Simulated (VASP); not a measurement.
Write the native input for VASP 6.6.1 that does the following.

```yaml
Task: single point
Functional: PBE
Potentials_or_basis: VASP PAW PBE potentials, release 64 (Si, Pd, W_sv)
Cutoff: 520 eV
k_mesh: 5 × 5 × 2
Occupations: gaussian, width 0.2 eV
Spin: no spin polarisation
Dipole_correction: no
Further_INCAR_settings: ALGO = Normal; EDIFF = 1e-06; NBANDS = 39
```

The structure of Si5PdW2 lies in POSCAR:

```
Si5PdW2
1.0
    3.2452774053      0.0000000000      0.0000000000
    0.0000000000      3.2452774053      0.0000000000
    0.0000000000      0.0000000000     10.6803514049
Si Pd W
5 1 2
Direct
    0.5000000000      0.5000000000      0.8791038349
    0.0000000000      0.0000000000      0.7498240925
    0.5000000000      0.5000000000      0.1208961651
    0.0000000000      0.0000000000      0.2501759075
    0.0000000000      0.0000000000      0.5000000000
    0.0000000000      0.0000000000      0.0000000000
    0.5000000000      0.5000000000      0.6425227909
    0.5000000000      0.5000000000      0.3574772091
```

These files were run (other wordings do the same):

INCAR

```
ALGO     = Normal         # electronic algorithm
EDIFF    = 1E-6           # SCF threshold, eV
ENCUT    = 520            # plane-wave cutoff, eV
GGA      = PE             # functional
ISIF     = 2              # what is computed and relaxed
ISMEAR   = 0              # smearing method
LASPH    = True           # aspherical terms in the spheres
LCHARG   = False          # write CHGCAR
LREAL    = False          # projectors in reciprocal space
LWAVE    = False          # write WAVECAR
NBANDS   = 39             # bands
NELM     = 80             # most SCF steps
PREC     = Accurate       # precision mode
SIGMA    = 0.2            # smearing width, eV
```

KPOINTS

```
k-points
0
Gamma
  5 5 2
```

Potentials or basis: VASP PAW PBE potentials, release 64 (Si, Pd, W_sv).

Command:

```sh
$ cat potpaw_PBE.64/Si/POTCAR potpaw_PBE.64/Pd/POTCAR potpaw_PBE.64/W_sv/POTCAR > POTCAR
$ mpirun -np 1 vasp_std > vasp.out
```

Results of the run:

```
Pressure               : 0.3 GPa
Largest force          : 0.059 eV/Å
Band gap on the k mesh : zero (bands 29 and 30 overlap by 1.21 eV)
```

Caveat: the k points lie up to 0.39 Å⁻¹ apart, too coarse for converged energies and pressures of a metal; spin-orbit coupling is left out, which moves the levels of the heavy elements.

Wall time 60 s on 1 thread of Intel Xeon 8259CL, on a shared host, peak memory 0.22 GiB.
